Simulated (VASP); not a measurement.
# Si (P1) in VASP: single point with PBE

Aim: the single point of Si with PBE.

Everything below comes from runs of VASP 6.6.1. Logs are shortened: lines on timing, memory, paths and dates and some standing lists are left out, and cuts for length are marked.

## (1) The cell of the first run

The typed cell holds 8 atoms: a = 5.431 Å, b = 5.431 Å, c = 5.431 Å, α = 90.00°, β = 90.00°, γ = 90.00°.

## (2) Single point, PBE

The input, INCAR:

```
SYSTEM = Si
  ALGO = Normal
  EDIFF = 1E-6
  ENCUT = 500
  GGA = PE
  GGA_COMPAT = .False.
  ISIF = 2
  ISMEAR = 0
  LASPH = .True.
  LCHARG = .False.
  LREAL = .False.
  LWAVE = .False.
  NBANDS = 26
  NELM = 120
  PREC = Accurate
  SIGMA = 0.01
```

The input, KPOINTS:

```
k-points
0
Gamma
  1 1 1
  0 0 0
```

The input, POSCAR:

```
Si
1.0
    5.4310000000      0.0000000000      0.0000000000
    0.0000000000      5.4310000000      0.0000000000
    0.0000000000      0.0000000000      5.4310000000
Si
8
Direct
    0.0098580000     -0.0000180000      0.0001080000
    0.0000820000      0.4900930000      0.4999730000
    0.5001200000      0.0000130000      0.5148320000
    0.4999820000      0.4998190000      0.0001730000
    0.2501790000      0.2599340000      0.2499240000
    0.2501070000      0.7498820000      0.7398710000
    0.7598750000      0.2499390000      0.7500510000
    0.7501850000      0.7498840000      0.2501820000
```

Potentials or basis: VASP PAW PBE potentials, release 64 (Si).

Started as:

```sh
> cat potpaw_PBE.64/Si/POTCAR > POTCAR
> mpirun -np 1 vasp_gam > vasp.out
```

OUTCAR:

```text
SYSTEM = Si
   EDIFF = 1E-6
   ENCUT = 500
   GGA = PE
   ISIF = 2
   ISMEAR = 0
   LASPH = .True.
   LREAL = .False.
   NELM = 120
   PREC = Accurate

 ion  position               nearest neighbor table
   1  0.010  1.000  0.000-   7 2.35   5 2.35   6 2.35   8 2.38
   2  0.000  0.490  0.500-   7 2.29   5 2.29   6 2.35   8 2.38
   3  0.500  0.000  0.515-   6 2.28   7 2.34   8 2.40   5 2.43
   4  0.500  0.500  0.000-   5 2.32   8 2.35   7 2.38   6 2.38
   5  0.250  0.260  0.250-   2 2.29   4 2.32   1 2.35   3 2.43
   6  0.250  0.750  0.740-   3 2.28   2 2.35   1 2.35   4 2.38
   7  0.760  0.250  0.750-   2 2.29   3 2.34   1 2.35   4 2.38
   8  0.750  0.750  0.250-   4 2.35   2 2.38   1 2.38   3 2.40

  LATTYP: Found a simple cubic cell.
 ALAT       =     5.4310000000

  Lattice vectors:

 A1 = (   5.4310000000,   0.0000000000,   0.0000000000)
 A2 = (   0.0000000000,   5.4310000000,   0.0000000000)
 A3 = (   0.0000000000,   0.0000000000,   5.4310000000)

Analysis of symmetry for initial positions (statically):
=====================================================================
 Subroutine PRICEL returns:
 Original cell was already a primitive cell.

 Routine SETGRP: Setting up the symmetry group for a
 simple cubic supercell.

 Subroutine GETGRP returns: Found  1 space group operations
 (whereof  1 operations were pure point group operations)
 out of a pool of 48 trial point group operations.

The static configuration has the point symmetry C_1 .

Analysis of symmetry for dynamics (positions and initial velocities):
=====================================================================
 Subroutine PRICEL returns:
 Original cell was already a primitive cell.

 Routine SETGRP: Setting up the symmetry group for a
 simple cubic supercell.

 Subroutine GETGRP returns: Found  1 space group operations
 (whereof  1 operations were pure point group operations)
 out of a pool of 48 trial point group operations.

The dynamic configuration has the point symmetry C_1 .

 Subroutine INISYM returns: Found  1 space group operations
 (whereof  1 operations are pure point group operations),
 and found     1 'primitive' translations

----------------------------------------------------------------------------------------

                                     Primitive cell

  volume of cell :     160.1915

[... 80 lines left out ...]
   IBRION =     -1    ionic relax: 0-MD 1-quasi-New 2-CG
   NFREE  =      0    steps in history (QN), initial steepest desc. (CG)
   ISIF   =      2    stress and relaxation
   ISYM   =      2    0-nonsym 1-usesym 2-fastsym
   POTIM  = 0.5000    time-step for ionic-motion
   TEBEG  =    0.0;   TEEND  =   0.0 temperature during run
   PSTRESS=    0.0 pullay stress
   NELECT =      32.0000    total number of electrons
   NUPDOWN=      -1.0000    fix difference up-down
   EMIN   =  10.00;   EMAX   =-10.00  energy-range for DOS
   EFERMI =   0.00;   METHOD = LEGACY
   ISMEAR =     0;   SIGMA  =   0.01  broadening in eV -4-tet -1-fermi 0-gaus
   EFERMI_NEDOS =   21; number of points for ismear=-14 and -15
   IALGO  =     38    algorithm
   IMIX   =      4    mixing-type and parameters
     AMIX     =   0.40;   BMIX     =  1.00
     AMIX_MAG =   1.60;   BMIX_MAG =  1.00
  volume/ion in A,a.u.               =      20.02       135.13
  Fermi-wavevector in a.u.,A,eV,Ry     =   0.956999  1.808467 12.460868  0.915848
  Thomas-Fermi vector in A             =   2.085978
   LORBIT       =      0    0 simple, 1 ext, 2 COOP (PROOUT), +10 PAW based schemes
   GGA     = PE    functional components
   LHFCALC =     F    Hartree Fock is set to
   AEXX    =    0.0000 exact exchange contribution
   IVDW    =     0    specifies the selected vdW correction
   LEPSILON=     F    determine dielectric tensor
   LRPA    =     F    only Hartree local field effects (RPA)
 non-spin polarized calculation
 Gauss-broadening in eV      SIGMA  =   0.01
  energy-cutoff  :      500.00
  volume of cell :      160.19
 maximum number of plane-waves:      2034
 NGX is ok and might be reduce to    40
   NGX = 19   NGY = 19   NGZ = 19

 number of electron      32.0000003 magnetization

 Free energy of the ion-electron system (eV)
  ---------------------------------------------------
  ext. energy  EPLUGINS =         0.00000000
  ---------------------------------------------------
  free energy    TOTEN  =       -33.06736184 eV

  energy without entropy =      -33.06736184  energy(sigma->0) =      -33.06736184

 E-fermi :   6.4093     XC(G=0):  -9.1983

 val. band max:        6.3213247886   @ k =   0.0000   0.0000   0.0000
 cond. band min:       6.5880437633   @ k =   0.0000   0.0000   0.0000
 fundamental gap:      0.2667189747
 Fermi energy:         6.4093203178

 k-point     1 :       0.0000    0.0000    0.0000
  band No.  band energies     occupation
      1      -5.8855      2.00000
      2      -1.9235      2.00000
      3      -1.8368      2.00000
      4      -1.7399      2.00000
      5      -1.6740      2.00000
      6      -1.5968      2.00000
[... 18 lines left out ...]
     25       8.7066      0.00000
     26       9.5232      0.00000

------------------------ aborting loop because EDIFF is reached ----------------------------------------

  FORCE on cell =-STRESS in cart. coord.  units (eV):
  Direction    XX          YY          ZZ          XY          YZ          ZX
  --------------------------------------------------------------------------------------
  -------------------------------------------------------------------------------------
  Total       10.9287117     10.6133745     10.8086226      1.4819972     -0.0729971     -1.0449077
  in kB      109.3050285    106.1511400    108.1039412     14.8224009     -0.7300907    -10.4507895
  external PRESSURE =     107.8533699 kB  Pullay stress =       0.0000000 kB

 VOLUME and BASIS-vectors are now :
 -----------------------------------------------------------------------------
  energy-cutoff  :      500.00
  volume of cell :      160.19
      direct lattice vectors                 reciprocal lattice vectors
     5.431000000  0.000000000  0.000000000     0.184128153  0.000000000  0.000000000
     0.000000000  5.431000000  0.000000000     0.000000000  0.184128153  0.000000000
     0.000000000  0.000000000  5.431000000     0.000000000  0.000000000  0.184128153

 POSITION                                       TOTAL-FORCE (eV/Angst)
 -----------------------------------------------------------------------------------
      0.05354      5.43090      0.00059         0.176053     -0.088339     -0.000891
      0.00045      2.66170      2.71535        -0.324156      0.832357     -0.581993
      2.71615      0.00007      2.79605         0.319091      0.734823     -0.881220
      2.71540      2.71452      0.00094         0.217694      0.373314     -0.745924
      1.35872      1.41170      1.35734         0.478798     -0.782144      0.390098
      1.35833      4.07261      4.01824        -0.436046     -0.910830      0.555357
      4.12688      1.35742      4.07353        -0.221867     -0.306760      0.941881
      4.07425      4.07262      1.35874        -0.209566      0.147580      0.322692
 -----------------------------------------------------------------------------------
    total drift:                                0.000035      0.000006     -0.000028

  FREE ENERGIE OF THE ION-ELECTRON SYSTEM (eV)
  ---------------------------------------------------
  free  energy   TOTEN  =       -33.0673618388 eV

  energy  without entropy=      -33.0673618388  energy(sigma->0) =      -33.06736184
```

stdout:

```text
POSCAR found type information on POSCAR Si
 POSCAR found :  1 types and       8 ions
 scaLAPACK will be used
 LDA part: xc-table for (Slater+PW92), standard interpolation
 POSCAR, INCAR and KPOINTS ok, starting setup
 FFT: planning ... GRIDC
 FFT: planning ... GRID_SOFT
 FFT: planning ... GRID
 WAVECAR not read
 entering main loop
```

Run time: 8.4 s. Hardware: 1 thread of Intel Xeon 6975P-C, shared host; peak memory 0.21 GiB.

Results:

| Property | Result |
| --- | --- |
| Free energy | -33.0674 eV |
| Pressure | 10.8 GPa |
| Largest force | 1.191 eV/Å |
| Band gap on the k mesh | 0.27 eV |

Forces on the atoms (eV/Å):
```
Si   0.176 -0.088 -0.001
Si  -0.324  0.832 -0.582
Si   0.319  0.735 -0.881
Si   0.218  0.373 -0.746
Si   0.479 -0.782  0.390
Si  -0.436 -0.911  0.555
Si  -0.222 -0.307  0.942
Si  -0.210  0.148  0.323
```

Stress tensor (GPa, compression positive):
```
10.93  1.48 -1.05
 1.48 10.62 -0.07
-1.05 -0.07 10.81
```

Caveat: the k points lie up to 1.16 Å⁻¹ apart; forces of over 1 eV/Å act on the atoms, so gaps and moduli don't describe the material at rest. A k mesh can miss the band edges.
